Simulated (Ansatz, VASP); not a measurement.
## MoS2 in VASP and in Ansatz

The input INCAR:

```
SYSTEM = MoS2
PREC = Accurate
ENCUT = 520
EDIFF = 1E-6
ISMEAR = -1
SIGMA = 0.05
LREAL = .False.
LASPH = .True.
NELM = 80
ALGO = Normal
ISIF = 2
LWAVE = .False.
LCHARG = .False.
GGA = PS
NBANDS = 35
```

File KPOINTS:

```
regular mesh
0
Gamma
  8 8 2
  0 0 0
```

File POSCAR:

```
MoS2
1.0
    3.1845414560      0.0000000000      0.0000000000
   -1.5922707280      2.7578938003      0.0000000000
    0.0000000000      0.0000000000     20.8037133312
Mo S
2 4
Direct
    0.3333333333      0.6666666667      0.8511602300
    0.6666666667      0.3333333333      0.1488397700
    0.6666666667      0.3333333333      0.7796253900
    0.3333333333      0.6666666667      0.0772510000
    0.6666666667      0.3333333333      0.9227490000
    0.3333333333      0.6666666667      0.2203746100
```

Contents of input.yaml:

```yaml
crystal:
  lattice:
    - [3.184541456, 0.0, 0.0]
    - [-1.592270728, 2.7578938003, 0.0]
    - [0.0, 0.0, 20.8037133312]
  atoms:
    - { symbol: Mo, position: [0.3333333333, 0.6666666667, 0.85116023] }
    - { symbol: Mo, position: [0.6666666667, 0.3333333333, 0.14883977] }
    - { symbol: S, position: [0.6666666667, 0.3333333333, 0.77962539] }
    - { symbol: S, position: [0.3333333333, 0.6666666667, 0.077251] }
    - { symbol: S, position: [0.6666666667, 0.3333333333, 0.922749] }
    - { symbol: S, position: [0.3333333333, 0.6666666667, 0.22037461] }
hamiltonian:
  xc: pbesol
  pseudopotentials: { kind: paw }
kpoints:
  mp_grid: { grid: [8, 8, 2] }
scf:
  occupations: { method: fermi_dirac, width: 0.05 }
output:
  forces: true
  stress: true
  eigenvalues: true
  write_density: true
  write_potential: true
  elf: true
  volumetric_format: npy
```

Alike in both runs: task single point; functional PBEsol; k mesh 8 × 8 × 2; occupations fermi-dirac, width 0.05 eV; no spin polarisation.

|  | VASP | Ansatz |
| --- | --- | --- |
| version | VASP 6.6.1 | Ansatz 0.2.0 |
| potentials or method | VASP PAW PBE potentials, release 64 (Mo_sv, S) | Ansatz PAW |
| plane-wave cutoff (eV) | 520 | 420 |
| valence electrons in the cell | 52 | 52 |

|  | VASP | Ansatz | Ansatz less VASP |
| --- | --- | --- | --- |
| gap on the k mesh at the Fermi level (eV) | 0.96 | 0.94 | -0.017 |
| least direct gap on the mesh (eV) | 1.89 | 1.89 | -0.005 |
| rms of the force components (eV/Å) | 0.538 | 0.538 | +0.0005 |

VASP's potentials were made for PBE, not for PBEsol. Atom by atom the forces differ by 0.001 eV/Å (rms over components). With one functional, cell and mesh, what is left measures potentials, basis and numerics.
